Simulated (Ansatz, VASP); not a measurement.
Two plane-wave programs on Te2Pt

```
CELL_PARAMETERS angstrom
3.97372 0.00000 0.00000
-1.98686 3.44134 0.00000
0.00000 0.00000 31.44336
ATOMIC_POSITIONS crystal
Te 0.66667 0.33333 0.45521
Te 0.33333 0.66667 0.54479
Pt 0.00000 0.00000 0.50000
```

Alike in both runs: task single point; functional LDA; k mesh 9 × 9 × 1; occupations gaussian, width 0.02 eV; no spin polarisation.

|  | VASP | Ansatz |
| --- | --- | --- |
| version | VASP 6.6.1 | Ansatz 0.2.0 |
| potentials or method | VASP PAW LDA potentials, release 64 (Te, Pt), cutoff 400 eV | scalar-relativistic, plane waves, PAW |
| valence electrons in the cell | 22 | 50 |

Ansatz gave:

* gap on the k mesh at the Fermi level (eV): 0.64
* least direct gap on the mesh (eV): 1.11
* rms of the force components (eV/Å): 0.283

Q: What did VASP give for the same quantities?

A: gap on the k mesh at the Fermi level (eV): 0.63; least direct gap on the mesh (eV): 1.10; rms of the force components (eV/Å): 0.269.

LDA's correlation is that of Perdew and Zunger in VASP and of Perdew and Wang (1992) in Ansatz. VASP's potentials hold 22 valence electrons a cell and Ansatz's 50, so a difference there can come from the potentials and not from the codes. Ansatz's warnings: xc potential rough in thin density.

Spin-orbit coupling is off throughout.
